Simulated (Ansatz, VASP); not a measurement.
# Two plane-wave programs on LiF

```xyz
2
Lattice="0.0000 1.9677 1.9677 1.9677 0.0000 1.9677 1.9677 1.9677 0.0000" Properties=species:S:1:pos:R:3 pbc="T T T"
Li    0.0000    0.0000    0.0000
F     1.9677    1.9677    1.9677
```

Alike in both runs: task relaxation of the atoms; functional r2SCAN; k mesh 12 × 12 × 12; occupations fermi-dirac, width 0.02 eV; no spin polarisation.

```csv
,VASP,Ansatz
version,VASP 6.6.1,Ansatz 0.2.0
potentials or method,"VASP PAW PBE potentials, release 64 (Li_sv, F), cutoff 520 eV",PAW plane waves
valence electrons in the cell,10,10
```

|  | VASP | Ansatz | Ansatz less VASP |
| --- | --- | --- | --- |
| gap on the k mesh at the Fermi level, each at its own relaxed structure (eV) | 10.97 | 10.75 | -0.217 |

VASP's potentials were made for PBE, not for r2SCAN. Ansatz's warnings: stress scf threshold loose.

Noted on VASP's run: the cutoff is short for stress, so the pressure is rough; the relaxation stopped at its first step, so nothing moved.
